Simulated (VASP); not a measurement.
**CoO: single point with PBE**

Crystal: CoO.

```
CELL_PARAMETERS angstrom
2.87522 0.00000 0.00000
-1.43761 2.49001 0.00000
0.00000 0.00000 2.80607
ATOMIC_POSITIONS crystal
Co 0.00000 0.00000 0.00000
O 0.66667 0.33333 0.50000
```

- Program: VASP 6.6.1
- Task: single point
- Functional: PBE
- Potentials or basis: VASP PAW PBE potentials, release 64 (Co, O)
- Cutoff: 520 eV
- k mesh: 11 × 11 × 10
- Occupations: fermi-dirac, width 0.05 eV
- Spin: collinear spin, ferromagnetic start
- Starting moments: [2.0, 0.0] μB

```yaml
Pressure: -10.9 GPa
Band_gap_on_the_k_mesh: zero (filled and empty bands overlap)
Net_moment: 3.00 μB per cell
Site_moments: Co +2.56; O +0.39 μB
Valence_electrons_inside_the_program's_atomic_spheres: Co 7.74; O 4.93
```

Stress tensor (GPa, compression positive):
```
 -9.02   0.00   0.00
  0.00  -9.02   0.00
  0.00   0.00 -14.67
```

Levels at points of the mesh, in eV from the Fermi level:
Spin up:
```tsv
k point	band 7	band 8	band 9	band 10	band 11	band 12
(0.00, 0.00, 0.00)	-2.93	-1.01	-1.01	0.44	14.32	15.90
(0.00, 0.00, 0.50)	-2.16	-1.21	-1.21	6.41	6.66	20.68
```
Spin down:
```tsv
k point	band 4	band 5	band 6	band 7	band 8	band 9
(0.00, 0.00, 0.00)	-2.79	-2.46	0.35	0.35	0.76	0.76
(0.00, 0.00, 0.50)	-2.63	-0.88	-0.88	-0.22	1.00	1.00
```

Run time: 59 s on 1 thread of AMD EPYC 9R45 96-Core Processor (Zen 5) (shared host), peak memory 0.16 GiB.

Caveat: a cell with one magnetic atom can't hold antiferromagnetic order, which such compounds often take; semilocal functionals often make such compounds metallic where correlation or magnetic order opens a gap, which also shifts bond lengths. With open d or f shells a metallic result of PBE can be an artefact of self-interaction; +U or a hybrid may open a gap.
